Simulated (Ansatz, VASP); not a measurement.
Si: VASP beside Ansatz

```
CELL_PARAMETERS angstrom
2.66505 0.00000 0.00000
-1.33253 2.30800 0.00000
0.00000 0.00000 4.54092
ATOMIC_POSITIONS crystal
Si 0.33333 0.66667 0.25000
Si 0.66667 0.33333 0.75000
```

Alike in both runs: functional PBEsol; k mesh 24 × 24 × 12; occupations gaussian, width 0.1 eV; no spin polarisation.

Ansatz relaxed the structure, and its values are those at the end. VASP's run is a single point on that final structure, the one shown.

|  | VASP | Ansatz |
| --- | --- | --- |
| version | VASP 6.6.1 | Ansatz 0.2.0 |
| potentials or method | VASP PAW PBE potentials, release 64 (Si), cutoff 520 eV | scalar-relativistic, plane waves, PAW |
| valence electrons in the cell | 8 | 8 |

VASP gave:

* gap on the k mesh at the Fermi level (eV): none
* pressure (GPa): 0.1

Estimate Ansatz's values.

gap on the k mesh at the Fermi level (eV): none; pressure (GPa): 0.0.

VASP's potentials were made for PBE, not for PBEsol. A gap of «none» marks a metal or a gap that the smearing closes.
